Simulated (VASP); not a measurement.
# Be5Ir: relaxation of cell and atoms with PBE

Be5Ir:

```
Be Ir
1.0
     4.25404    0.00000    0.00000
    -2.12702    3.68410    0.00000
     0.00000    0.00000    3.43269
Be Ir
5 1
Direct
  0.33333 0.66667 0.00000
  0.66667 0.33333 0.00000
  0.50000 0.00000 0.50000
  0.50000 0.50000 0.50000
  0.00000 0.50000 0.50000
  0.00000 0.00000 0.00000
```

- Program: VASP 6.6.1
- Task: relaxation of cell and atoms
- Functional: PBE
- Potentials or basis: VASP PAW PBE potentials, release 64 (Be, Ir)
- Cutoff: 600 eV
- k mesh: 12 × 12 × 12
- Occupations: gaussian, width 0.1 eV
- Spin: no spin polarisation
- Dipole correction: no
- Further INCAR settings: ALGO = Fast; EDIFF = 1e-06; IBRION = 2; EDIFFG = -0.01; NSW = 100; ISIF = 3

- Relaxed volume: 8.82 Å³/atom
- Relaxed cell: a = 4.200 Å, b = 4.200 Å, c = 3.463 Å, α = 90.00°, β = 90.00°, γ = 120.00°
- Space group after relaxing (to 0.05 Å): P6/mmm (No. 191)
- Energy gained by relaxing: 4.0 meV/atom
- Ionic steps: 5
- Pressure after relaxing: 0.0 GPa

Step by step:
| step | energy change (eV) | largest force (eV/Å) | pressure (GPa) | volume (Å³) |
| --- | --- | --- | --- | --- |
| 1 | 0.0000 | 0.0000 | -3.18 | 53.80 |
| 2 | -0.0211 | 0.0000 | 1.39 | 52.42 |
| 3 | -0.0216 | 0.0000 | 0.75 | 52.60 |
| 4 | -0.0236 | 0.0000 | 0.23 | 52.82 |
| 5 | -0.0238 | 0.0000 | 0.02 | 52.90 |

Final structure:
```
CELL_PARAMETERS angstrom
4.19960 0.00000 0.00000
-2.09980 3.63696 0.00000
0.00000 0.00000 3.46328
ATOMIC_POSITIONS crystal
Be 0.33333 0.66667 0.00000
Be 0.66667 0.33333 0.00000
Be 0.50000 0.00000 0.50000
Be 0.50000 0.50000 0.50000
Be 0.00000 0.50000 0.50000
Ir 0.00000 0.00000 0.00000
```

Levels at points of the mesh, in eV from the Fermi level:
```csv
k point,band 8,band 9,band 10,band 11,band 12,band 13
"(0.00, 0.00, 0.00)",-1.81,-1.22,-1.22,3.30,4.09,4.09
"(0.50, 0.00, 0.00)",-2.07,-0.46,0.60,2.19,3.02,5.21
"(0.00, 0.00, 0.50)",-0.49,3.50,3.50,4.17,4.17,4.34
"(0.50, 0.00, 0.50)",-2.14,-2.02,-0.24,-0.20,4.67,4.92
```

It took 5.9 min on 1 thread of Oxide Virtual Turin-like Processor (shared host), peak memory 0.25 GiB.

Caveat: spin-orbit coupling is left out, which moves the levels of the heavy elements.
